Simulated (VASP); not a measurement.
Ge:

```
Ge
1.0
     3.99759    0.00000    0.00000
    -1.99879    3.46201    0.00000
     0.00000    0.00000    6.59938
Ge
4
Direct
  0.66667 0.33333 0.06290
  0.33333 0.66667 0.56290
  0.66667 0.33333 0.43710
  0.33333 0.66667 0.93710
```

This isn't the form of Ge at room conditions, which is diamond.

- Program: VASP 6.6.1
- Task: relaxation of cell and atoms
- Functional: LDA
- Potentials or basis: VASP PAW LDA potentials, release 64 (Ge_d)
- Cutoff: 600 eV
- k mesh: 8 × 8 × 4
- Occupations: fermi-dirac, width 0.1 eV
- Spin: no spin polarisation

At the start: pressure -1.7 GPa; volume 22.83 Å³/atom.

Task: How do energy, volume and symmetry change on relaxing?

Result: Over 7 steps the energy falls by 3.5 meV/atom and the volume is 22.22 Å³/atom (-2.7 %); space group P6_3/mmc (No. 194, to 0.1 Å) before and after.

Step by step:
| step | energy change (eV) | largest force (eV/Å) | pressure (GPa) | volume (Å³) |
| --- | --- | --- | --- | --- |
| 1 | 0.0000 | 0.0023 | -1.72 | 91.33 |
| 2 | -0.0127 | 0.0105 | 0.47 | 88.13 |
| 3 | -0.0141 | 0.0084 | 0.10 | 88.81 |
| 4 | -0.0141 | 0.0080 | -0.15 | 88.94 |
| 5 | -0.0141 | 0.0078 | 0.07 | 88.86 |
| 6 | -0.0141 | 0.0012 | -0.06 | 88.98 |
| 7 | -0.0141 | 0.0081 | -0.03 | 88.89 |

Final structure:
```cif
data_structure
_symmetry_space_group_name_H-M 'P 1'
_symmetry_Int_Tables_number 1
_cell_length_a 3.9640
_cell_length_b 3.9640
_cell_length_c 6.5323
_cell_angle_alpha 90.000
_cell_angle_beta 90.000
_cell_angle_gamma 120.000
_cell_volume 88.89
loop_
_atom_site_label
_atom_site_type_symbol
_atom_site_fract_x
_atom_site_fract_y
_atom_site_fract_z
_atom_site_occupancy
Ge1 Ge 0.66667 0.33333 0.06287 1
Ge2 Ge 0.33333 0.66667 0.56287 1
Ge3 Ge 0.66667 0.33333 0.43713 1
Ge4 Ge 0.33333 0.66667 0.93713 1
```
